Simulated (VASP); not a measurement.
# NaCu12 in VASP: single point with PBE

Aim: the single point of NaCu12 with PBE.

Program: VASP 6.6.1. These are calculated values, not measurements. Logs are shortened: lines on timing, memory, paths and dates and some standing lists are left out, and cuts for length are marked.

### Step 1. The cell of the first run

The cell holds a slab with vacuum, 13 atoms: a = 5.132 Å, b = 5.132 Å, c = 19.028 Å, α = 90.00°, β = 90.00°, γ = 90.00°.

### Step 2. Single point, PBE

The input, INCAR:

```
PREC = Accurate
ENCUT = 520
EDIFF = 1E-7
ISMEAR = 0
SIGMA = 0.1
LREAL = F
LASPH = T
NELM = 60
ALGO = Normal
ISIF = 2
LWAVE = F
LCHARG = F
LDIPOL = T
IDIPOL = 3
DIPOL = 0.5 0.5 0.319
GGA = PE
NBANDS = 82
```

The input, KPOINTS:

```
Automatic mesh
0
Gamma
  5 5 1
```

The input, POSCAR:

```
NaCu12
1.0
    5.1319544654      0.0000000000      0.0000000000
    0.0000000000      5.1319544654      0.0000000000
    0.0000000000      0.0000000000     19.0279314150
Cu Na
12 1
Direct
    0.2500000000      0.2500000000      0.2102172807
    0.2500000000      0.7500000000      0.2102172807
    0.7500000000      0.2500000000      0.2102172807
    0.7500000000      0.7500000000      0.2102172807
    0.0000000000      0.0000000000      0.3029241254
    0.0000000000      0.5000000000      0.3029241254
    0.5000000000      0.0000000000      0.3029241254
    0.5000000000      0.5000000000      0.3029241254
    0.2500000000      0.2500000000      0.3956253179
    0.2500000000      0.7500000000      0.3956253179
    0.7500000000      0.2500000000      0.3956253179
    0.7500000000      0.7500000000      0.3956253179
    0.4166666667      0.5000000000      0.5175879254
```

Potentials or basis: VASP PAW PBE potentials, release 64 (Cu, Na_pv).

On the command line:

```console
cat potpaw_PBE.64/Cu/POTCAR potpaw_PBE.64/Na_pv/POTCAR > POTCAR
mpirun -np 1 vasp_std > vasp.out
```

OUTCAR:

```text
PREC = Accurate
   ENCUT = 520
   EDIFF = 1E-7
   ISMEAR = 0
   LREAL = F
   LASPH = T
   NELM = 60
   ISIF = 2
   GGA = PE

 ion  position               nearest neighbor table
   1  0.250  0.250  0.210-   5 2.53   6 2.53   7 2.53   8 2.53   2 2.57   3 2.57   2 2.57   3 2.57

   2  0.250  0.750  0.210-   5 2.53   6 2.53   7 2.53   8 2.53   1 2.57   4 2.57   1 2.57   4 2.57

   3  0.750  0.250  0.210-   5 2.53   6 2.53   7 2.53   8 2.53   1 2.57   4 2.57   4 2.57   1 2.57
[... 4 lines left out ...]
                             6 2.57   7 2.57   6 2.57   7 2.57
   6  0.000  0.500  0.303-   9 2.53  10 2.53  11 2.53  12 2.53   1 2.53   2 2.53   3 2.53   4 2.53
                             5 2.57   8 2.57   5 2.57   8 2.57
   7  0.500  0.000  0.303-   9 2.53  10 2.53  11 2.53  12 2.53   1 2.53   2 2.53   3 2.53   4 2.53
                             5 2.57   8 2.57   8 2.57   5 2.57
   8  0.500  0.500  0.303-   9 2.53  10 2.53  11 2.53  12 2.53   1 2.53   2 2.53   3 2.53   4 2.53
                             6 2.57   7 2.57   7 2.57   6 2.57
   9  0.250  0.250  0.396-   5 2.53   6 2.53   7 2.53   8 2.53  10 2.57  11 2.57  10 2.57  11 2.57
                            13 2.79
  10  0.250  0.750  0.396-   5 2.53   6 2.53   7 2.53   8 2.53   9 2.57  12 2.57   9 2.57  12 2.57
                            13 2.79
  11  0.750  0.250  0.396-   5 2.53   6 2.53   7 2.53   8 2.53   9 2.57  12 2.57  12 2.57   9 2.57

  12  0.750  0.750  0.396-   5 2.53   6 2.53   7 2.53   8 2.53  10 2.57  11 2.57  11 2.57  10 2.57

  13  0.417  0.500  0.518-   9 2.79  10 2.79

  LATTYP: Found a simple tetragonal cell.
 ALAT       =     5.1319544654
 C/A-ratio  =     3.7077358233

  Lattice vectors:

 A1 = (   5.1319544654,   0.0000000000,   0.0000000000)
 A2 = (   0.0000000000,   5.1319544654,   0.0000000000)
 A3 = (   0.0000000000,   0.0000000000,  19.0279314150)

Analysis of symmetry for initial positions (statically):
=====================================================================
 Subroutine PRICEL returns:
 Original cell was already a primitive cell.

 Routine SETGRP: Setting up the symmetry group for a
 simple tetragonal supercell.

 Subroutine GETGRP returns: Found  2 space group operations
 (whereof  2 operations were pure point group operations)
 out of a pool of 16 trial point group operations.

The static configuration has the point symmetry C_1h.

Analysis of symmetry for dynamics (positions and initial velocities):
=====================================================================
 Subroutine PRICEL returns:
 Original cell was already a primitive cell.

 Routine SETGRP: Setting up the symmetry group for a
 simple tetragonal supercell.

 Subroutine GETGRP returns: Found  2 space group operations
 (whereof  2 operations were pure point group operations)
 out of a pool of 16 trial point group operations.

The dynamic configuration has the point symmetry C_1h.

 Subroutine INISYM returns: Found  2 space group operations
 (whereof  2 operations are pure point group operations),
 and found     1 'primitive' translations

----------------------------------------------------------------------------------------

                                     Primitive cell

  volume of cell :     501.1378

  direct lattice vectors                    reciprocal lattice vectors
     5.131954465  0.000000000  0.000000000     0.194857536  0.000000000  0.000000000
     0.000000000  5.131954465  0.000000000     0.000000000  0.194857536  0.000000000
     0.000000000  0.000000000 19.027931415     0.000000000  0.000000000  0.052554320

  length of vectors
     5.131954465  5.131954465 19.027931415     0.194857536  0.194857536  0.052554320

  position of ions in fractional coordinates (direct lattice)
     0.250000000  0.250000000  0.210217281
     0.250000000  0.750000000  0.210217281
     0.750000000  0.250000000  0.210217281
     0.750000000  0.750000000  0.210217281
     0.000000000  0.000000000  0.302924125
     0.000000000  0.500000000  0.302924125
     0.500000000  0.000000000  0.302924125
     0.500000000  0.500000000  0.302924125
     0.250000000  0.250000000  0.395625318
     0.250000000  0.750000000  0.395625318
     0.750000000  0.250000000  0.395625318
     0.750000000  0.750000000  0.395625318
     0.416666667  0.500000000  0.517587925

  ion indices of the primitive-cell ions
[... 34 lines left out ...]
     0.000000000  0.000000000  0.000000000

 Subroutine IBZKPT returns following result:
 ===========================================

 Found      9 irreducible k-points:

 Following reciprocal coordinates:
            Coordinates               Weight
  0.000000  0.000000  0.000000      1.000000
  0.200000  0.000000  0.000000      2.000000
  0.000000  0.200000  0.000000      2.000000
  0.400000  0.000000  0.000000      2.000000
  0.000000  0.400000  0.000000      2.000000
  0.200000  0.200000  0.000000      4.000000
  0.400000  0.200000  0.000000      4.000000
 -0.200000  0.400000  0.000000      4.000000
  0.400000  0.400000  0.000000      4.000000
   k-points           NKPTS =      9   k-points in BZ     NKDIM =      9   number of bands    NBANDS=     82
   number of dos      NEDOS =    301   number of ions     NIONS =     13
   total plane-waves  NPLWV = 230400
   dimension x,y,z NGX =    40 NGY =   40 NGZ =  144
   dimension x,y,z NGXF=    80 NGYF=   80 NGZF=  288
   ions per type =              12   1
   NGX,Y,Z   is equivalent  to a cutoff of  12.96, 12.96, 12.58 a.u.
   NGXF,Y,Z  is equivalent  to a cutoff of  25.92, 25.92, 25.16 a.u.
 SYSTEM =  unknown system
   PREC   = accura    normal or accurate (medium, high low for compatibility)
   ISTART =      0    job   : 0-new  1-cont  2-samecut
   ICHARG =      2    charge: 1-file 2-atom 10-const
   ISPIN  =      1    spin polarized calculation?
   LNONCOLLINEAR =      F non collinear calculations
   LSORBIT =      F    spin-orbit coupling
   LASPH  =      T    aspherical Exc in radial PAW
   ENCUT  =  520.0 eV  38.22 Ry    6.18 a.u.   9.54  9.54 35.38*2*pi/ulx,y,z
   NELM   =     60;   NELMIN=  2; NELMDL= -5     # of ELM steps
   EDIFF  = 0.1E-06   stopping-criterion for ELM
   LREAL  =      F    real-space projection
   EDIFFG = 0.1E-05   stopping-criterion for IOM
   NSW    =      0    number of steps for IOM
   IBRION =     -1    ionic relax: 0-MD 1-quasi-New 2-CG
   NFREE  =      0    steps in history (QN), initial steepest desc. (CG)
   ISIF   =      2    stress and relaxation
   ISYM   =      2    0-nonsym 1-usesym 2-fastsym
   POTIM  = 0.5000    time-step for ionic-motion
   TEBEG  =    0.0;   TEEND  =   0.0 temperature during run
   PSTRESS=    0.0 pullay stress
   NELECT =     139.0000    total number of electrons
   NUPDOWN=      -1.0000    fix difference up-down
   EMIN   =  10.00;   EMAX   =-10.00  energy-range for DOS
   EFERMI =   0.00;   METHOD = LEGACY
   ISMEAR =     0;   SIGMA  =   0.10  broadening in eV -4-tet -1-fermi 0-gaus
   EFERMI_NEDOS =   21; number of points for ismear=-14 and -15
   IALGO  =     38    algorithm
   IMIX   =      4    mixing-type and parameters
     AMIX     =   0.40;   BMIX     =  1.00
     AMIX_MAG =   1.60;   BMIX_MAG =  1.00
  volume/ion in A,a.u.               =      38.55       260.14
  Fermi-wavevector in a.u.,A,eV,Ry     =   1.067646  2.017559 15.508852  1.139868
  Thomas-Fermi vector in A             =   2.203269
   LORBIT       =      0    0 simple, 1 ext, 2 COOP (PROOUT), +10 PAW based schemes
   GGA     = PE    functional components
   LHFCALC =     F    Hartree Fock is set to
   AEXX    =    0.0000 exact exchange contribution
   IVDW    =     0    specifies the selected vdW correction
   LEPSILON=     F    determine dielectric tensor
   LRPA    =     F    only Hartree local field effects (RPA)
 non-spin polarized calculation
 Gauss-broadening in eV      SIGMA  =   0.10
  energy-cutoff  :      520.00
  volume of cell :      501.14
 maximum number of plane-waves:     13595
 NGX is ok and might be reduce to    40
   NGX = 19   NGY = 19   NGZ = 71

 number of electron     138.9999788 magnetization

 dipolmoment           0.000000      0.000000     -0.382279 electrons x Angstroem

 Free energy of the ion-electron system (eV)
  ---------------------------------------------------
  ext. energy  EPLUGINS =         0.00000000
  ---------------------------------------------------
  free energy    TOTEN  =       -41.81661173 eV

  energy without entropy =      -41.78641510  energy(sigma->0) =      -41.80151342

 E-fermi :  -0.0548     XC(G=0):  -5.1110

 val. band max:       -0.0551896520   @ k =   0.0000   0.2000   0.0000
 cond. band min:      -0.0076941981   @ k =   0.0000   0.2000   0.0000
 fundamental gap:      0.0474954539
 Fermi energy:        -0.0547716131

 k-point     1 :       0.0000    0.0000    0.0000
  band No.  band energies     occupation
      1     -25.2044      2.00000
      2     -25.1883      2.00000
      3     -25.1824      2.00000
      4      -8.4719      2.00000
      5      -5.9694      2.00000
      6      -4.9373      2.00000
[... 745 lines left out ...]
     80       4.4822      0.00000
     81       4.7130      0.00000
 [bands above 81 left out]

------------------------ aborting loop because EDIFF is reached ----------------------------------------

 vacuum level on the upper side and lower side of the slab       (xc-potential included)        -1.713         0.974

  FORCE on cell =-STRESS in cart. coord.  units (eV):
  Direction    XX          YY          ZZ          XY          YZ          ZX
  --------------------------------------------------------------------------------------
  -------------------------------------------------------------------------------------
  Total       -4.4727559     -4.3047162      1.1717861      0.0000000      0.0000000      0.3152684
  in kB      -14.2997555    -13.7625194      3.7462930      0.0000000      0.0000000      1.0079380
  external PRESSURE =      -8.1053273 kB  Pullay stress =       0.0000000 kB

 VOLUME and BASIS-vectors are now :
 -----------------------------------------------------------------------------
  energy-cutoff  :      520.00
  volume of cell :      501.14
      direct lattice vectors                 reciprocal lattice vectors
     5.131954465  0.000000000  0.000000000     0.194857536  0.000000000  0.000000000
     0.000000000  5.131954465  0.000000000     0.000000000  0.194857536  0.000000000
     0.000000000  0.000000000 19.027931415     0.000000000  0.000000000  0.052554320

 POSITION                                       TOTAL-FORCE (eV/Angst)
 -----------------------------------------------------------------------------------
      1.28299      1.28299      4.00000         0.005314      0.005751     -0.029083
      1.28299      3.84897      4.00000         0.005314     -0.005751     -0.029083
      3.84897      1.28299      4.00000        -0.005413      0.006653     -0.036724
      3.84897      3.84897      4.00000        -0.005413     -0.006653     -0.036724
      0.00000      0.00000      5.76402        -0.006709      0.000000     -0.081615
      0.00000      2.56598      5.76402        -0.004390      0.000000     -0.102726
      2.56598      0.00000      5.76402         0.005251      0.000000     -0.100114
      2.56598      2.56598      5.76402         0.004673      0.000000     -0.112800
      1.28299      1.28299      7.52793        -0.065127     -0.107765      0.006912
      1.28299      3.84897      7.52793        -0.065127      0.107765      0.006912
      3.84897      1.28299      7.52793        -0.001104      0.014700      0.241752
      3.84897      3.84897      7.52793        -0.001104     -0.014700      0.241752
      2.13831      2.56598      9.84863         0.133835      0.000000      0.031541
 -----------------------------------------------------------------------------------
    total drift:                               -0.000512      0.000000     -0.004235

  FREE ENERGIE OF THE ION-ELECTRON SYSTEM (eV)
  ---------------------------------------------------
  free  energy   TOTEN  =       -41.8166117307 eV

  energy  without entropy=      -41.7864151024  energy(sigma->0) =      -41.80151342

 vacuum level on the upper side and lower side of the slab         1.439         4.200
```

Run time: 12 min. Hardware: 1 thread of Intel Xeon 6975P-C (Granite Rapids), shared host; peak memory 0.64 GiB.

Results:

```
Free energy            : -41.8166 eV
Largest force          : 0.242 eV/Å
Band gap on the k mesh : zero (an odd number of electrons rules out a gap without spin polarisation)
```

Forces on the atoms (eV/Å):
```
Cu   0.005  0.006 -0.029
Cu   0.005 -0.006 -0.029
Cu  -0.005  0.007 -0.037
Cu  -0.005 -0.007 -0.037
Cu  -0.007  0.000 -0.082
Cu  -0.004  0.000 -0.103
Cu   0.005  0.000 -0.100
Cu   0.005  0.000 -0.113
Cu  -0.065 -0.108  0.007
Cu  -0.065  0.108  0.007
Cu  -0.001  0.015  0.242
Cu  -0.001 -0.015  0.242
Na   0.134  0.000  0.032
```

The gap in the log of VASP goes by the Fermi energy; the results here count the filled bands.